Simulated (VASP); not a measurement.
Crystal: Bi.

```
Bi
1.0
    -1.98143    1.98143    1.98143
     1.98143   -1.98143    1.98143
     1.98143    1.98143   -1.98143
Bi
1
Cartesian
  0.0000 0.0000 0.0000
```

This isn't the form of Bi at room conditions, which is rhombohedral.

| Property | Result |
| --- | --- |
| Program | VASP 6.6.1 |
| Task | relaxation of cell and atoms |
| Functional | HSE06 |
| Potentials or basis | VASP PAW PBE potentials, release 64 (Bi_d) |
| Cutoff | 600 eV |
| k mesh | 5 × 5 × 5 |
| Occupations | fermi-dirac, width 0.05 eV |
| Spin | no spin polarisation |

At the start: pressure -1.2 GPa; volume 31.12 Å³/atom.

**Question.** How do energy, volume and symmetry change on relaxing?

**Answer.** Over 6 steps the energy falls by 4.1 meV/atom and the volume is 30.23 Å³/atom (-2.8 %); space group Im-3m (No. 229, to 0.1 Å) before and after.

Step by step:
```csv
step,energy change (eV),largest force (eV/Å),pressure (GPa),volume (Å³)
1,0.0000,0.0000,-1.20,31.12
2,-0.0042,0.0000,-0.13,30.08
3,-0.0042,0.0000,0.12,29.95
4,-0.0042,0.0000,0.24,30.02
5,-0.0042,0.0000,0.21,30.06
6,-0.0041,0.0000,0.02,30.23
```

Final structure:
```xyz
1
Lattice="-1.9624 1.9624 1.9624 1.9624 -1.9624 1.9624 1.9624 1.9624 -1.9624" Properties=species:S:1:pos:R:3 pbc="T T T"
Bi    0.0000    0.0000    3.9249
```

Caveat: the k points lie up to 0.45 Å⁻¹ apart in the final cell, too coarse for converged energies and pressures of a metal; the PAW data sets were made with another functional, which shifts forces and pressure a little.
